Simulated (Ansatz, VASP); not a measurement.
**Two plane-wave programs on ZrC**

```
Zr C
1.0
     0.00000    2.54552    2.54552
     2.54552    0.00000    2.54552
     2.54552    2.54552    0.00000
Zr C
1 1
Direct
  0.50000 0.50000 0.50000
  0.75000 0.75000 0.75000
```

Alike in both runs: functional PBEsol-based screened hybrid; k mesh 5 × 5 × 5; occupations fermi-dirac, width 0.05 eV; no spin polarisation.

|  | VASP | Ansatz |
| --- | --- | --- |
| version | VASP 6.6.1 | Ansatz 0.2.0 |
| potentials or method | VASP PAW PBE potentials, release 64 (Zr_sv, C) | Ansatz PAW |
| plane-wave cutoff (eV) | 520 | 420 |
| valence electrons in the cell | 16 | 16 |
| task | single point | band structure |

```tsv
	VASP	Ansatz	Ansatz less VASP
pressure (GPa)	-3.8	-4.0	-0.21
```

VASP's potentials were made for PBE, not for PBEsol-based screened hybrid.

The k mesh is coarse, so the values compare programs but aren't converged.
